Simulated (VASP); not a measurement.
# Os (P6_3/mmc) in VASP: notebook

The runs below take Os through single point, with r2SCAN.

Program: VASP 6.6.1. These are calculated values, not measurements. Logs are shortened: lines on timing, memory, paths and dates and some standing lists are left out, and cuts for length are marked.

### 1 The cell of the first run

The structure is hexagonal, space group P6_3/mmc (No. 194). Conventional cell: a = 2.716 Å, b = 2.716 Å, c = 4.291 Å, α = 90.00°, β = 90.00°, γ = 120.00°. Within 3.5 Å of Os (site symmetry -6m2) lie 12 Os at 2.66 to 2.72 Å.

### 2 Single point, r2SCAN

File POSCAR:

```
Os
1.0
    2.7157497827      0.0000000000      0.0000000000
   -1.3578748913      2.3519083021      0.0000000000
    0.0000000000      0.0000000000      4.2907078513
Os
2
Direct
    0.6666666667      0.3333333333      0.7500000000
    0.3333333333      0.6666666667      0.2500000000
```

File INCAR.step1:

```
PREC     = Accurate       # precision mode
ENCUT    = 520            # plane-wave cutoff, eV
ISMEAR   = -1             # smearing method
SIGMA    = 0.05           # smearing width, eV
LREAL    = False          # projectors in reciprocal space
LASPH    = True           # aspherical terms in the spheres
NELM     = 100            # most SCF steps
NBANDS   = 15             # bands
GGA      = PE             # functional
ALGO     = Normal         # electronic algorithm
EDIFF    = 1E-4           # SCF threshold, eV
LWAVE    = True           # write WAVECAR
LCHARG   = False          # write CHGCAR
```

File INCAR.step2:

```
PREC     = Accurate       # precision mode
ENCUT    = 520            # plane-wave cutoff, eV
EDIFF    = 1E-6           # SCF threshold, eV
ISMEAR   = -1             # smearing method
SIGMA    = 0.05           # smearing width, eV
LREAL    = False          # projectors in reciprocal space
LASPH    = True           # aspherical terms in the spheres
NELM     = 100            # most SCF steps
ALGO     = Normal         # electronic algorithm
ISIF     = 2              # what is computed and relaxed
LWAVE    = False          # write WAVECAR
LCHARG   = False          # write CHGCAR
METAGGA  = R2SCAN         # meta-GGA
LMIXTAU  = True         
NBANDS   = 15             # bands
ISTART   = 1
```

File KPOINTS:

```
Automatic mesh
0
Gamma
  11 11 6
```

Potentials or basis: VASP PAW PBE potentials, release 64 (Os).

The run is started by

```console
> cat potpaw_PBE.64/Os/POTCAR > POTCAR
> cp INCAR.step1 INCAR
> mpirun -np 1 vasp_std > vasp.out
> cp INCAR.step2 INCAR
> mpirun -np 1 vasp_std > vasp.out
```

OUTCAR:

```text
PREC = Accurate
   ENCUT = 520
   EDIFF = 1E-6
   ISMEAR = -1
   LREAL = False
   LASPH = True
   NELM = 100
   ISIF = 2
   METAGGA = R2SCAN
   ISTART = 1

 ion  position               nearest neighbor table
   1  0.667  0.333  0.750-   2 2.66   2 2.66   2 2.66   2 2.66   2 2.66   2 2.66
   2  0.333  0.667  0.250-   1 2.66   1 2.66   1 2.66   1 2.66   1 2.66   1 2.66

  LATTYP: Found a hexagonal cell.
 ALAT       =     2.7157497827
 C/A-ratio  =     1.5799348963

  Lattice vectors:

 A1 = (   2.7157497827,   0.0000000000,   0.0000000000)
 A2 = (  -1.3578748913,   2.3519083021,   0.0000000000)
 A3 = (   0.0000000000,   0.0000000000,   4.2907078513)

Analysis of symmetry for initial positions (statically):
=====================================================================
 Subroutine PRICEL returns:
 Original cell was already a primitive cell.

 Routine SETGRP: Setting up the symmetry group for a
 hexagonal supercell.

 Subroutine GETGRP returns: Found 24 space group operations
 (whereof 12 operations were pure point group operations)
 out of a pool of 24 trial point group operations.

The static configuration has the point symmetry D_3d.
 The point group associated with its full space group is D_6h.

Analysis of symmetry for dynamics (positions and initial velocities):
=====================================================================
 Subroutine PRICEL returns:
 Original cell was already a primitive cell.

 Routine SETGRP: Setting up the symmetry group for a
 hexagonal supercell.

 Subroutine GETGRP returns: Found 24 space group operations
 (whereof 12 operations were pure point group operations)
 out of a pool of 24 trial point group operations.

The dynamic configuration has the point symmetry D_3d.
 The point group associated with its full space group is D_6h.

 Subroutine INISYM returns: Found 24 space group operations
 (whereof 12 operations are pure point group operations),
 and found     1 'primitive' translations

----------------------------------------------------------------------------------------

                                     Primitive cell

  volume of cell :      27.4056

  direct lattice vectors                    reciprocal lattice vectors
     2.715749783  0.000000000  0.000000000     0.368222436  0.212593322  0.000000000
    -1.357874891  2.351908302  0.000000000     0.000000000  0.425186645  0.000000000
     0.000000000  0.000000000  4.290707851     0.000000000  0.000000000  0.233061778

  length of vectors
     2.715749783  2.715749783  4.290707851     0.425186645  0.425186645  0.233061778

  position of ions in fractional coordinates (direct lattice)
     0.666666667  0.333333333  0.750000000
     0.333333333  0.666666667  0.250000000

  ion indices of the primitive-cell ions
   primitive index   ion index
                 1           1
                 2           2

----------------------------------------------------------------------------------------

 KPOINTS: Automatic mesh

Automatic generation of k-mesh.
 Grid dimensions read from file:
 generate k-points for:   11   11    6

 Generating k-lattice:

  Cartesian coordinates                     Fractional coordinates (reciprocal lattice)
     0.033474767  0.019326666  0.000000000     0.090909091  0.000000000  0.000000000
     0.000000000  0.038653331  0.000000000     0.000000000  0.090909091  0.000000000
     0.000000000  0.000000000  0.038843630     0.000000000  0.000000000  0.166666667

  Length of vectors
     0.038653331  0.038653331  0.038843630

  Shift w.r.t. Gamma in fractional coordinates (k-lattice)
     0.000000000  0.000000000  0.000000000

 Subroutine IBZKPT returns following result:
 ===========================================

 Found     64 irreducible k-points:

 Following reciprocal coordinates:
            Coordinates               Weight
  0.000000  0.000000  0.000000      1.000000
  0.090909  0.000000  0.000000      6.000000
  0.181818  0.000000  0.000000      6.000000
  0.272727  0.000000  0.000000      6.000000
  0.363636  0.000000  0.000000      6.000000
  0.454545 -0.000000  0.000000      6.000000
[... 16 lines left out ...]
  0.090909  0.090909  0.166667     12.000000
  0.181818  0.090909  0.166667     24.000000
 [... further k-points ...]
   k-points           NKPTS =     64   k-points in BZ     NKDIM =     64   number of bands    NBANDS=     15
   number of dos      NEDOS =    301   number of ions     NIONS =      2
   total plane-waves  NPLWV =  12800
   dimension x,y,z NGX =    20 NGY =   20 NGZ =   32
   dimension x,y,z NGXF=    40 NGYF=   40 NGZF=   64
   ions per type =               2
   NGX,Y,Z   is equivalent  to a cutoff of  12.24, 12.24, 12.40 a.u.
   NGXF,Y,Z  is equivalent  to a cutoff of  24.49, 24.49, 24.80 a.u.
 SYSTEM =  unknown system
   PREC   = accura    normal or accurate (medium, high low for compatibility)
   ISTART =      1    job   : 0-new  1-cont  2-samecut
   ICHARG =      0    charge: 1-file 2-atom 10-const
   ISPIN  =      1    spin polarized calculation?
   LNONCOLLINEAR =      F non collinear calculations
   LSORBIT =      F    spin-orbit coupling
   LASPH  =      T    aspherical Exc in radial PAW
   ENCUT  =  520.0 eV  38.22 Ry    6.18 a.u.   5.05  5.05  7.98*2*pi/ulx,y,z
   NELM   =    100;   NELMIN=  2; NELMDL=  0     # of ELM steps
   EDIFF  = 0.1E-05   stopping-criterion for ELM
   LREAL  =      F    real-space projection
   EDIFFG = 0.1E-04   stopping-criterion for IOM
   NSW    =      0    number of steps for IOM
   IBRION =     -1    ionic relax: 0-MD 1-quasi-New 2-CG
   NFREE  =      0    steps in history (QN), initial steepest desc. (CG)
   ISIF   =      2    stress and relaxation
   ISYM   =      2    0-nonsym 1-usesym 2-fastsym
   POTIM  = 0.5000    time-step for ionic-motion
   TEBEG  =    0.0;   TEEND  =   0.0 temperature during run
   PSTRESS=    0.0 pullay stress
   NELECT =      16.0000    total number of electrons
   NUPDOWN=      -1.0000    fix difference up-down
   EMIN   =  10.00;   EMAX   =-10.00  energy-range for DOS
   EFERMI =   0.00;   METHOD = LEGACY
   ISMEAR =    -1;   SIGMA  =   0.05  broadening in eV -4-tet -1-fermi 0-gaus
   EFERMI_NEDOS =   21; number of points for ismear=-14 and -15
   IALGO  =     38    algorithm
   IMIX   =      4    mixing-type and parameters
     AMIX     =   0.40;   BMIX     =  1.00
     AMIX_MAG =   1.60;   BMIX_MAG =  1.00
  volume/ion in A,a.u.               =      13.70        92.47
  Fermi-wavevector in a.u.,A,eV,Ry     =   1.368259  2.585635 25.471929  1.872134
  Thomas-Fermi vector in A             =   2.494239
   LORBIT       =      0    0 simple, 1 ext, 2 COOP (PROOUT), +10 PAW based schemes
   METAGGA = R2SCAN    functional components
   LHFCALC =     F    Hartree Fock is set to
   AEXX    =    0.0000 exact exchange contribution
   IVDW    =     0    specifies the selected vdW correction
   LEPSILON=     F    determine dielectric tensor
   LRPA    =     F    only Hartree local field effects (RPA)
 non-spin polarized calculation
  energy-cutoff  :      520.00
  volume of cell :       27.41
 maximum number of plane-waves:       752
   NGX = 11   NGY = 11   NGZ = 15

 number of electron      15.9999998 magnetization

 Free energy of the ion-electron system (eV)
  ---------------------------------------------------
  ext. energy  EPLUGINS =         0.00000000
  ---------------------------------------------------
  free energy    TOTEN  =      -105.97234029 eV

  energy without entropy =     -105.96030283  energy(sigma->0) =     -105.96632156

 E-fermi :   9.5288     XC(G=0): -15.5265

 val. band max:        9.5042139874   @ k =   0.0909   0.0000   0.3333
 cond. band min:       9.5879475746   @ k =   0.3636   0.0909   0.3333
 fundamental gap:      0.0837335872
 Fermi energy:         9.5288339630

 k-point     1 :       0.0000    0.0000    0.0000
  band No.  band energies     occupation
      1      -2.0475      2.00000
      2       1.2365      2.00000
      3       6.3104      2.00000
      4       6.3104      2.00000
      5       6.5829      2.00000
      6       7.2087      2.00000
      7       7.2087      2.00000
      8       7.8918      2.00000
      9       7.8918      2.00000
     10       9.5900      0.45462
     11      11.3871      0.00000
     12      11.3871      0.00000
     13      19.4076      0.00000
     14      24.3479      0.00000
     15      27.1777      0.00000

 k-point     2 :       0.0909    0.0000    0.0000
  band No.  band energies     occupation
      1      -1.6915      2.00000
      2       1.5484      2.00000
      3       5.7086      2.00000
      4       6.6257      2.00000
      5       6.9617      2.00000
      6       7.1378      2.00000
      7       7.3820      2.00000
      8       7.5027      2.00000
      9       7.6457      2.00000
     10       8.4576      2.00000
     11      11.5558      0.00000
     12      13.1199      0.00000
     13      19.3770      0.00000
     14      25.0735      0.00000
     15      27.6287      0.00000

 k-point     3 :       0.1818    0.0000    0.0000
  band No.  band energies     occupation
      1      -0.7104      2.00000
      2       2.2751      2.00000
      3       5.0092      2.00000
      4       5.8077      2.00000
      5       6.5112      2.00000
      6       7.0908      2.00000
      7       7.5378      2.00000
      8       7.8110      2.00000
      9       7.9364      2.00000
     10       8.3463      2.00000
     11      11.8983      0.00000
     12      15.6646      0.00000
     13      19.1833      0.00000
     14      26.2774      0.00000
     15      27.9006      0.00000
[... 343 lines left out ...]
 k-point    23 :       0.0909    0.0909    0.1667
  band No.  band energies     occupation
      1      -0.6891      2.00000
      2       2.1916      2.00000
      3       5.1652      2.00000
      4       5.5852      2.00000
      5       6.4134      2.00000
      6       6.7968      2.00000
      7       7.2980      2.00000
      8       7.6783      2.00000
      9       8.4340      2.00000
     10       8.5123      2.00000
     11      11.6858      0.00000
     12      13.8873      0.00000
     13      20.9447      0.00000
     14      25.6819      0.00000
     15      27.9516      0.00000

 k-point    24 :       0.1818    0.0909    0.1667
  band No.  band energies     occupation
      1       0.4113      2.00000
      2       2.9491      2.00000
      3       4.4548      2.00000
      4       4.6879      2.00000
      5       6.0290      2.00000
      6       6.6938      2.00000
      7       7.3142      2.00000
      8       8.3485      2.00000
      9       8.9982      1.99995
     10       9.4061      1.84167
     11      11.8565      0.00000
     12      15.5354      0.00000
     13      20.9119      0.00000
     14      25.6643      0.00000
     15      26.7976      0.00000

 [... further k-points ...]

------------------------ aborting loop because EDIFF is reached ----------------------------------------

  FORCE on cell =-STRESS in cart. coord.  units (eV):
  Direction    XX          YY          ZZ          XY          YZ          ZX
  --------------------------------------------------------------------------------------
  -------------------------------------------------------------------------------------
  Total        1.9745479      1.9745479      1.9810548      0.0000000      0.0000000      0.0000000
  in kB      115.4354434    115.4354434    115.8158488      0.0000000      0.0000000      0.0000000
  external PRESSURE =     115.5622452 kB  Pullay stress =       0.0000000 kB

 VOLUME and BASIS-vectors are now :
 -----------------------------------------------------------------------------
  energy-cutoff  :      520.00
  volume of cell :       27.41
      direct lattice vectors                 reciprocal lattice vectors
     2.715749783  0.000000000  0.000000000     0.368222436  0.212593322  0.000000000
    -1.357874891  2.351908302  0.000000000     0.000000000  0.425186645  0.000000000
     0.000000000  0.000000000  4.290707851     0.000000000  0.000000000  0.233061778

 POSITION                                       TOTAL-FORCE (eV/Angst)
 -----------------------------------------------------------------------------------
      1.35787      0.78397      3.21803         0.000000     -0.000000      0.000000
     -0.00000      1.56794      1.07268        -0.000000      0.000000      0.000000
 -----------------------------------------------------------------------------------
    total drift:                                0.000000     -0.000000     -0.000000

  FREE ENERGIE OF THE ION-ELECTRON SYSTEM (eV)
  ---------------------------------------------------
  free  energy   TOTEN  =      -105.9723402936 eV

  energy  without entropy=     -105.9603028259  energy(sigma->0) =     -105.96632156
```

It took 2.5 min on 1 thread of AMD EPYC 7R43 (Zen 3), shared host; peak memory 0.11 GiB.

What came out:

| Quantity | Value |
| --- | --- |
| Free energy | -105.9723 eV |
| Pressure | 11.6 GPa |
| Band gap on the k mesh | zero (bands 8 and 9 overlap by 4.19 eV) |

Levels at points of the mesh, in eV from the Fermi level:
| k point | band 4 | band 5 | band 6 | band 7 | band 8 | band 9 | band 10 | band 11 | band 12 | band 13 |
| --- | --- | --- | --- | --- | --- | --- | --- | --- | --- | --- |
| (0.00, 0.00, 0.00) | -3.22 | -2.95 | -2.32 | -2.32 | -1.64 | -1.64 | 0.06 | 1.86 | 1.86 | 9.88 |
| (0.00, 0.00, 0.50) | -3.78 | -3.43 | -3.43 | -3.43 | -3.43 | 1.01 | 1.01 | 1.01 | 1.01 | 14.50 |

Caveat: the cell stands under pressure; the PAW data sets were made with another functional, which shifts forces and pressure a little; spin-orbit coupling is left out, which moves the levels of the heavy elements.

### 3 Single point, r2SCAN

This run uses another cell than the first one, of 14.26 Å³/atom.

File POSCAR:

```
Os
1.0
    2.7522071502      0.0000000000      0.0000000000
   -1.3761035751      2.3834813086      0.0000000000
    0.0000000000      0.0000000000      4.3483081185
Os
2
Direct
    0.6666666667      0.3333333333      0.7500000000
    0.3333333333      0.6666666667      0.2500000000
```

File INCAR.step1:

```
PREC = Accurate
ENCUT = 520
ISMEAR = -1
SIGMA = 0.05
LREAL = F
LASPH = T
NELM = 100
NBANDS = 15
GGA = PE
ALGO = Normal
EDIFF = 1E-4
LWAVE = T
LCHARG = F
```

File INCAR.step2:

```
PREC = Accurate
ENCUT = 520
EDIFF = 1E-7
ISMEAR = -1
SIGMA = 0.05
LREAL = F
LASPH = T
NELM = 100
ALGO = Normal
ISIF = 2
LWAVE = F
LCHARG = F
METAGGA = R2SCAN
LMIXTAU = T
NBANDS = 15
ISTART = 1
```

KPOINTS is that of step 2.

Potentials or basis: VASP PAW PBE potentials, release 64 (Os).

The run is started by

```console
> cat potpaw_PBE.64/Os/POTCAR > POTCAR
> cp INCAR.step1 INCAR
> mpirun -np 1 vasp_std > vasp.out
> cp INCAR.step2 INCAR
> mpirun -np 1 vasp_std > vasp.out
```

OUTCAR:

```text
PREC = Accurate
   ENCUT = 520
   EDIFF = 1E-7
   ISMEAR = -1
   LREAL = F
   LASPH = T
   NELM = 100
   ISIF = 2
   METAGGA = R2SCAN
   ISTART = 1

 ion  position               nearest neighbor table
   1  0.667  0.333  0.750-   2 2.69   2 2.69   2 2.69   2 2.69   2 2.69   2 2.69
   2  0.333  0.667  0.250-   1 2.69   1 2.69   1 2.69   1 2.69   1 2.69   1 2.69

  LATTYP: Found a hexagonal cell.
 ALAT       =     2.7522071502
 C/A-ratio  =     1.5799348963

  Lattice vectors:

[... 619 lines left out ...]

------------------------ aborting loop because EDIFF is reached ----------------------------------------

  FORCE on cell =-STRESS in cart. coord.  units (eV):
  Direction    XX          YY          ZZ          XY          YZ          ZX
  --------------------------------------------------------------------------------------
  -------------------------------------------------------------------------------------
  Total       -1.0547193     -1.0547193     -1.2615059     -0.0000000      0.0000000      0.0000000
  in kB      -59.2426277    -59.2426277    -70.8576405     -0.0000000      0.0000000      0.0000000
  external PRESSURE =     -63.1142986 kB  Pullay stress =       0.0000000 kB

 VOLUME and BASIS-vectors are now :
 -----------------------------------------------------------------------------
  energy-cutoff  :      520.00
  volume of cell :       28.52
      direct lattice vectors                 reciprocal lattice vectors
     2.752207150  0.000000000  0.000000000     0.363344743  0.209777185  0.000000000
    -1.376103575  2.383481309  0.000000000     0.000000000  0.419554370  0.000000000
     0.000000000  0.000000000  4.348308119     0.000000000  0.000000000  0.229974503

 POSITION                                       TOTAL-FORCE (eV/Angst)
 -----------------------------------------------------------------------------------
      1.37610      0.79449      3.26123        -0.000000     -0.000000      0.000000
     -0.00000      1.58899      1.08708         0.000000      0.000000      0.000000
 -----------------------------------------------------------------------------------
    total drift:                                0.000000     -0.000000     -0.000000

  FREE ENERGIE OF THE ION-ELECTRON SYSTEM (eV)
  ---------------------------------------------------
  free  energy   TOTEN  =      -105.9889473171 eV

  energy  without entropy=     -105.9760552215  energy(sigma->0) =     -105.98250127
```

OSZICAR.step1:

```text
N       E                     dE             d eps       ncg     rms          rms(c)
DAV:   1     0.103594750569E+03    0.10359E+03   -0.73591E+03  1920   0.102E+03
DAV:   2    -0.190603157727E+02   -0.12266E+03   -0.10758E+03  1983   0.330E+02
DAV:   3    -0.238816449818E+02   -0.48213E+01   -0.46551E+01  2606   0.573E+01
DAV:   4    -0.239186774902E+02   -0.37033E-01   -0.36984E-01  2074   0.514E+00
DAV:   5    -0.239188646808E+02   -0.18719E-03   -0.18719E-03  2592   0.352E-01    0.223E+01
DAV:   6    -0.228117385065E+02    0.11071E+01   -0.93770E-01  2424   0.825E+00    0.999E+00
DAV:   7    -0.224979475270E+02    0.31379E+00   -0.63492E-01  2466   0.661E+00    0.515E-01
DAV:   8    -0.224925194954E+02    0.54280E-02   -0.60757E-03  1969   0.580E-01    0.330E-01
DAV:   9    -0.224898106831E+02    0.27088E-02   -0.15965E-03  2326   0.395E-01    0.470E-02
DAV:  10    -0.224898342598E+02   -0.23577E-04   -0.57411E-05  1534   0.694E-02
   1 F= -.22489834E+02 E0= -.22483019E+02  d E =-.136304E-01
```

Wall time 3.3 min (1 thread of AMD EPYC 7R43 (Zen 3), shared host); peak memory 0.11 GiB.

Results:

```
Free energy            : -105.9889 eV
Pressure               : -6.3 GPa
Band gap on the k mesh : zero (bands 8 and 9 overlap by 3.93 eV)
```

Caveat: the cell stands under tension; the PAW data sets were made with another functional, which shifts forces and pressure a little; spin-orbit coupling is left out, which moves the levels of the heavy elements.

The gap in the log of VASP goes by the Fermi energy; the results here count the filled bands.